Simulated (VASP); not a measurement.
# CdSe (Fm-3m) in VASP: a series of runs, part 2 of 2

VASP 6.6.1.

### Step 3. Single point, PBEsol

This run uses another cell than the first one, of 24.69 Å³/atom, 1.020 times its volume.

INCAR

```
SYSTEM = CdSe
ALGO     = Normal         ! electronic algorithm
EDIFF    = 1E-6           ! SCF threshold, eV
ENCUT    = 500            ! plane-wave cutoff, eV
GGA      = PS             ! functional
GGA_COMPAT= .FALSE.      
ISIF     = 2              ! what is computed and relaxed
ISMEAR   = -1             ! smearing method
LASPH    = .TRUE.         ! aspherical terms in the spheres
LCHARG   = .TRUE.         ! write CHGCAR
LELF     = .TRUE.         ! ELF
LREAL    = .FALSE.        ! projectors in reciprocal space
LVHAR    = .TRUE.       
LWAVE    = .FALSE.        ! write WAVECAR
NBANDS   = 16             ! bands
NELM     = 120            ! most SCF steps
PREC     = Accurate       ! precision mode
SIGMA    = 0.02           ! smearing width, eV
```

KPOINTS

```
k-points
0
G
  6 6 6
  0 0 0
```

POSCAR

```
CdSe
1.0
    0.0000000000      2.9117775739      2.9117775739
    2.9117775739      0.0000000000      2.9117775739
    2.9117775739      2.9117775739      0.0000000000
Cd Se
1 1
Direct
    0.0000000000      0.0000000000      0.0000000000
    0.5000000000      0.5000000000      0.5000000000
```

Potentials or basis: VASP PAW PBE potentials, release 64 (Cd, Se).

Command:

```bash
$ cat potpaw_PBE.64/Cd/POTCAR potpaw_PBE.64/Se/POTCAR > POTCAR
$ mpirun -np 1 vasp_std > vasp.out
```

OUTCAR:

```text
SYSTEM = CdSe
   EDIFF = 1E-6
   ENCUT = 500
   GGA = PS
   ISIF = 2
   ISMEAR = -1
   LASPH = .TRUE.
   LREAL = .FALSE.
   NELM = 120
   PREC = Accurate

 ion  position               nearest neighbor table
   1  0.000  0.000  0.000-   2 2.91   2 2.91   2 2.91   2 2.91   2 2.91   2 2.91
   2  0.500  0.500  0.500-   1 2.91   1 2.91   1 2.91   1 2.91   1 2.91   1 2.91

  LATTYP: Found a face centered cubic cell.
 ALAT       =     5.8235551478

  Lattice vectors:

 A1 = (   0.0000000000,   2.9117775739,   2.9117775739)
 A2 = (   2.9117775739,   0.0000000000,   2.9117775739)
 A3 = (   2.9117775739,   2.9117775739,   0.0000000000)

Analysis of symmetry for initial positions (statically):
=====================================================================
 Subroutine PRICEL returns:
 Original cell was already a primitive cell.

 Routine SETGRP: Setting up the symmetry group for a
 face centered cubic supercell.

 Subroutine GETGRP returns: Found 48 space group operations
 (whereof 48 operations were pure point group operations)
 out of a pool of 48 trial point group operations.

The static configuration has the point symmetry O_h .

Analysis of symmetry for dynamics (positions and initial velocities):
=====================================================================
 Subroutine PRICEL returns:
 Original cell was already a primitive cell.

 Routine SETGRP: Setting up the symmetry group for a
 face centered cubic supercell.

 Subroutine GETGRP returns: Found 48 space group operations
 (whereof 48 operations were pure point group operations)
 out of a pool of 48 trial point group operations.

The dynamic configuration has the point symmetry O_h .

 Subroutine INISYM returns: Found 48 space group operations
 (whereof 48 operations are pure point group operations),
 and found     1 'primitive' translations

[... 102 lines left out ...]
   IALGO  =     38    algorithm
   IMIX   =      4    mixing-type and parameters
     AMIX     =   0.40;   BMIX     =  1.00
     AMIX_MAG =   1.60;   BMIX_MAG =  1.00
  volume/ion in A,a.u.               =      24.69       166.60
  Fermi-wavevector in a.u.,A,eV,Ry     =   1.169493  2.210021 18.608864  1.367713
  Thomas-Fermi vector in A             =   2.305965
   LORBIT       =      0    0 simple, 1 ext, 2 COOP (PROOUT), +10 PAW based schemes
   GGA     = PS    functional components
   LHFCALC =     F    Hartree Fock is set to
   AEXX    =    0.0000 exact exchange contribution
   IVDW    =     0    specifies the selected vdW correction
   LEPSILON=     F    determine dielectric tensor
   LRPA    =     F    only Hartree local field effects (RPA)
 non-spin polarized calculation
  energy-cutoff  :      500.00
  volume of cell :       49.37
 maximum number of plane-waves:      1272
   NGX = 15   NGY = 15   NGZ = 15

 number of electron      18.0000005 magnetization

 Free energy of the ion-electron system (eV)
  ---------------------------------------------------
  ext. energy  EPLUGINS =         0.00000000
  ---------------------------------------------------
  free energy    TOTEN  =        -5.90423936 eV

  energy without entropy =       -5.90239398  energy(sigma->0) =       -5.90331667

 E-fermi :   1.7786     XC(G=0): -10.0033

 val. band max:        1.7563264852   @ k =  -0.1667   0.1667   0.0000
 cond. band min:       2.6577379355   @ k =   0.5000   0.3333   0.0000
 fundamental gap:      0.9014114503
 Fermi energy:         1.7785990378

 k-point     1 :       0.0000    0.0000    0.0000
  band No.  band energies     occupation
      1     -10.8973      2.00000
      2      -6.0027      2.00000
      3      -6.0027      2.00000
      4      -5.9859      2.00000
      5      -5.9859      2.00000
      6      -5.9859      2.00000
[... 281 lines left out ...]
      3      -6.0330      2.00000
      4      -5.9040      2.00000
      5      -5.8160      2.00000
      6      -5.5018      2.00000
[... 8 lines left out ...]
     15      14.4645      0.00000
     16      16.5028      0.00000

------------------------ aborting loop because EDIFF is reached ----------------------------------------

  FORCE on cell =-STRESS in cart. coord.  units (eV):
  Direction    XX          YY          ZZ          XY          YZ          ZX
  --------------------------------------------------------------------------------------
  -------------------------------------------------------------------------------------
  Total       -1.6319543     -1.6319543     -1.6319543      0.0000000     -0.0000000     -0.0000000
  in kB      -52.9558542    -52.9558542    -52.9558542      0.0000000     -0.0000000     -0.0000000
  external PRESSURE =     -52.9558542 kB  Pullay stress =       0.0000000 kB

 VOLUME and BASIS-vectors are now :
 -----------------------------------------------------------------------------
  energy-cutoff  :      500.00
  volume of cell :       49.37
      direct lattice vectors                 reciprocal lattice vectors
     0.000000000  2.911777574  2.911777574    -0.171716413  0.171716413  0.171716413
     2.911777574  0.000000000  2.911777574     0.171716413 -0.171716413  0.171716413
     2.911777574  2.911777574  0.000000000     0.171716413  0.171716413 -0.171716413

 POSITION                                       TOTAL-FORCE (eV/Angst)
 -----------------------------------------------------------------------------------
      0.00000      0.00000      0.00000         0.000000      0.000000     -0.000000
      2.91178      2.91178      2.91178         0.000000      0.000000      0.000000
 -----------------------------------------------------------------------------------
    total drift:                               -0.000000      0.000000      0.000000

  FREE ENERGIE OF THE ION-ELECTRON SYSTEM (eV)
  ---------------------------------------------------
  free  energy   TOTEN  =        -5.9042393581 eV

  energy  without entropy=       -5.9023939804  energy(sigma->0) =       -5.90331667
```

Run time: 25 s. Hardware: 1 thread of Intel Xeon 8259CL, shared host; peak memory 0.17 GiB.

Results:

| Property | Result |
| --- | --- |
| Free energy | -5.9042 eV |
| Pressure | -5.3 GPa |
| Band gap on the k mesh | zero (band 9 reaches 1.76 eV, above the bottom of band 10 at 1.27 eV) |

Caveat: the PAW data sets were made with another functional, which shifts forces and pressure a little.

### Step 4. Single point, PBEsol

This run uses another cell than the first one, of 25.16 Å³/atom, 1.039 times its volume.

INCAR

```
SYSTEM = CdSe
  PREC = Accurate
  ENCUT = 500
  EDIFF = 1E-6
  ISMEAR = -1
  SIGMA = 0.02
  LREAL = .False.
  LASPH = .True.
  NELM = 120
  ALGO = Normal
  ISIF = 2
  LWAVE = .False.
  LCHARG = .False.
  GGA = PS
  NBANDS = 16
  GGA_COMPAT = .False.
```

KPOINTS

```
regular mesh
0
Gamma
  6 6 6
  0 0 0
```

POSCAR

```
CdSe
1.0
    0.0000000000      2.9303244279      2.9303244279
    2.9303244279      0.0000000000      2.9303244279
    2.9303244279      2.9303244279      0.0000000000
Cd Se
1 1
Direct
    0.0000000000      0.0000000000      0.0000000000
    0.5000000000      0.5000000000      0.5000000000
```

Command:

```bash
$ cat potpaw_PBE.64/Cd/POTCAR potpaw_PBE.64/Se/POTCAR > POTCAR
$ mpirun -np 1 vasp_std > vasp.out
```

Run time: 23 s. Hardware: 1 thread of Intel Xeon 8259CL, shared host; peak memory 0.17 GiB.

The run converged. Its results:

| Property | Result |
| --- | --- |
| Free energy | -5.8705 eV |
| Pressure | -6.1 GPa |
| Band gap on the k mesh | zero (band 9 reaches 1.60 eV, above the bottom of band 10 at 1.11 eV) |

Levels at points of the mesh, in eV from the Fermi level:
| k point | band 5 | band 6 | band 7 | band 8 | band 9 | band 10 | band 11 | band 12 | band 13 | band 14 |
| --- | --- | --- | --- | --- | --- | --- | --- | --- | --- | --- |
| (0.00, 0.00, 0.00) | -7.74 | -7.74 | -0.52 | -0.52 | -0.52 | -0.22 | 8.54 | 8.54 | 8.54 | 9.38 |
| (0.50, 0.00, 0.00) | -7.62 | -7.62 | -4.67 | -0.04 | -0.04 | 2.94 | 5.20 | 5.20 | 5.44 | 10.84 |
| (0.50, 0.50, 0.00) | -7.58 | -7.19 | -3.76 | -1.85 | -1.85 | -0.51 | 5.44 | 9.20 | 9.81 | 9.81 |

Caveat: the PAW data sets were made with another functional, which shifts forces and pressure a little.

### Step 5. Summary

```tsv
cell	gap on the mesh (eV)	pressure (GPa)
a = 4.091 Å, angles 60.0°, 2 atoms	none	-4.4
a = 4.118 Å, angles 60.0°, 2 atoms	none	-5.3
a = 4.144 Å, angles 60.0°, 2 atoms	none	-6.1
```

Alike in all rows: task single point; level PBEsol; potentials or basis VASP PAW PBE potentials, release 64 (Cd, Se); no spin polarisation; k mesh 6 × 6 × 6; cutoff (eV) 500; smearing fermi-dirac 0.02 eV.

Caveats: the PAW data sets were made with another functional, which shifts forces and pressure a little.

Absolute energies hang on the potentials; compare differences alone.
